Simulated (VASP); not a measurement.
**Au: single point with PBE**

Crystal: Au.

```
Au
1.0
     2.90000    0.00000    0.00000
    -1.45000    2.51147    0.00000
     0.00000    0.00000    4.88000
Au
2
Direct
  0.33333 0.66667 0.75000
  0.66667 0.33333 0.25000
```

```json
{
 "Program": "VASP 6.6.1",
 "Task": "single point",
 "Functional": "PBE",
 "Potentials or basis": "VASP PAW PBE potentials, release 64 (Au)",
 "Cutoff": "520 eV",
 "k mesh": "18 × 18 × 8",
 "Occupations": "gaussian, width 0.05 eV",
 "Spin": "no spin polarisation"
}
```

```json
{
 "Pressure": "1.8 GPa",
 "Band gap on the k mesh": "zero (band 11 reaches 12.88 eV, above the bottom of band 12 at 6.20 eV)"
}
```

Stress tensor (GPa, compression positive):
```
1.92 0.00 0.00
0.00 1.92 0.00
0.00 0.00 1.59
```

Levels at points of the mesh, in eV from the Fermi level:
```csv
k point,band 8,band 9,band 10,band 11,band 12,band 13,band 14,band 15
"(0.00, 0.00, 0.00)",-3.39,-3.39,-2.13,-2.13,-0.93,2.48,14.65,15.67
"(0.50, 0.00, 0.00)",-1.92,-1.83,-1.66,0.40,1.52,5.67,7.09,7.17
"(0.00, 0.00, 0.50)",-4.38,-2.56,-2.56,-2.56,-2.56,10.34,10.34,14.92
"(0.50, 0.00, 0.50)",-2.33,-1.73,-1.73,0.58,0.58,3.79,3.79,13.04
```

Wall time 57 s on 1 thread of Intel(R) Xeon(R) Platinum 8259CL CPU @ 2.50GHz (Skylake/Cascade Lake), on a shared host, peak memory 0.23 GiB.

Caveat: spin-orbit coupling is left out, which moves the levels of the heavy elements.
